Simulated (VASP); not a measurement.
Write the native input for VASP 6.6.1 that does the following.

| Property | Result |
| --- | --- |
| Task | single point |
| Functional | PBE |
| Potentials or basis | VASP PAW PBE potentials, release 64 (Pr, Os, C) |
| Cutoff | 520 eV |
| k mesh | 6 × 6 × 4 |
| Occupations | gaussian, width 0.1 eV |
| Spin | no spin polarisation |
| Dipole correction | no |
| Further INCAR settings | ALGO = Normal; EDIFF = 1e-07; NBANDS = 24 |

The structure of PrOs2C lies in POSCAR:

```
PrOs2C
1.0
    2.8063151571      0.0000000000      0.0000000000
    0.0000000000      2.8063151571      0.0000000000
    0.0000000000      0.0000000000      9.3629777724
Pr Os C
1 2 1
Direct
    0.0000000000      0.0000000000      0.0000000000
    0.0000000000      0.0000000000      0.3062925117
    0.0000000000      0.0000000000      0.6937074883
    0.0000000000      0.0000000000      0.5000000000
```

The cell was built from a structure type or drawn by symmetry, and may not be a known phase.

These files were run (other wordings do the same):

INCAR

```
PREC = Accurate
ENCUT = 520
EDIFF = 1E-7
ISMEAR = 0
SIGMA = 0.1
LREAL = False
LASPH = True
NELM = 100
ALGO = Normal
ISIF = 2
LWAVE = False
LCHARG = True
GGA = PE
LELF = True
LVHAR = True
NBANDS = 24
```

KPOINTS

```
regular mesh
0
Gamma
  6 6 4
```

Potentials or basis: VASP PAW PBE potentials, release 64 (Pr, Os, C).

The run is started by

```sh
$ cat potpaw_PBE.64/Pr/POTCAR potpaw_PBE.64/Os/POTCAR potpaw_PBE.64/C/POTCAR > POTCAR
$ mpirun -np 1 vasp_std > vasp.out
```

Results of the run:

* Pressure: -10.0 GPa
* Largest force: 0.832 eV/Å
* Band gap on the k mesh: zero (an odd number of electrons rules out a gap without spin polarisation)

Caveat: the k points lie up to 0.37 Å⁻¹ apart, too coarse for converged energies and pressures of a metal; spin-orbit coupling is left out, which moves the levels of the heavy elements; semilocal functionals describe open f shells poorly, which spoils levels, moments and volumes.

Run time: 2.2 min on 1 thread of AMD EPYC 9R45 96-Core Processor (Zen 5), on a shared host, peak memory 0.21 GiB.
